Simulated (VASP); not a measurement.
A run of VASP 6.6.1 is set up as follows.

The input INCAR:

```
SYSTEM = C
ALGO = Normal ; EDIFF = 1E-6
ENCUT = 520 ; GGA = PE
ISIF = 2 ; ISMEAR = 0
LASPH = .True. ; LCHARG = .True.
LELF = .True. ; LREAL = .False.
LVHAR = .True. ; LWAVE = .False.
NBANDS = 36 ; NELM = 100
PREC = Accurate ; SIGMA = 0.01
```

KPOINTS

```
k-points
0
Gamma
  18 18 2
  0 0 0
```

The input POSCAR:

```
C
1.0
    2.3925207705      0.0000000000      0.0000000000
   -1.1962603853      2.0719837664      0.0000000000
    0.0000000000      0.0000000000     26.1900901931
C
12
Direct
    0.0000000000      0.0000000000      0.9174579243
    0.3333333333      0.6666666667      0.9174564763
    0.0000000000      0.0000000000      0.7492101904
    0.3333333333      0.6666666667      0.7492087424
    0.6666666667      0.3333333333      0.2507912576
    0.0000000000      0.0000000000      0.2507898096
    0.6666666667      0.3333333333      0.0825435237
    0.0000000000      0.0000000000      0.0825420757
    0.3333333333      0.6666666667      0.5841245909
    0.6666666667      0.3333333333      0.5841231429
    0.3333333333      0.6666666667      0.4158768571
    0.6666666667      0.3333333333      0.4158754091
```

Potentials or basis: VASP PAW PBE potentials, release 64 (C).

Run with:

```console
$ cat potpaw_PBE.64/C/POTCAR > POTCAR
$ mpirun -np 1 vasp_std > vasp.out
```

(1) Predict the pressure.

Answers

(1) 22.4 GPa.

Caveat: the cell differs from its parent crystal (biaxial strain in the a-b plane: -3.0 %, then relaxed in part); the stress differs along the axes, from -0 to 34 GPa; this functional lacks dispersion, which binds layers or chains, so the pressure and a relaxed spacing across them are unreliable.
